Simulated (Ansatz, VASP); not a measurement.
# BN: VASP beside Ansatz

```
CELL_PARAMETERS angstrom
3.47336 0.06342 -0.02664
-0.06342 -3.54724 0.01891
0.02664 0.01891 -3.35918
ATOMIC_POSITIONS crystal
B 0.00406 0.99489 0.98852
B 0.51020 0.54128 0.01938
B 0.50581 0.95923 0.52640
B 0.97496 0.49952 0.53110
N 0.76188 0.73584 0.71139
N 0.21570 0.28388 0.75441
N 0.22956 0.73049 0.21081
N 0.79783 0.25486 0.25799
```

Change from the starting cell: all atoms moved at random (sigma 0.1 Å a component), cell strained at random (sigma 0.03).

Alike in both runs: task single point; functional PBE; k mesh 6 × 6 × 6; occupations gaussian, width 0.05 eV; no spin polarisation.

|  | VASP | Ansatz |
| --- | --- | --- |
| version | VASP 6.6.1 | Ansatz 0.2.0 |
| potentials or method | VASP PAW PBE potentials, release 64 (B, N), cutoff 520 eV | scalar-relativistic, plane waves, PAW |
| valence electrons in the cell | 32 | 32 |

```tsv
	VASP	Ansatz	Ansatz less VASP
gap on the k mesh at the Fermi level (eV)	1.73	1.75	+0.014
least direct gap on the mesh (eV)	1.73	1.75	+0.014
pressure (GPa)	94.7	94.3	-0.43
traceless stress, the component that is largest in VASP (GPa)	15.90	15.90	-0.002
rms of the force components (eV/Å)	5.258	5.253	-0.0054
```

Atom by atom the forces differ by 0.012 eV/Å (rms over components). Both programs put the cell under a high pressure, so it lies far from rest at this level.

Noted on VASP's run: the cell as given lies far from equilibrium.
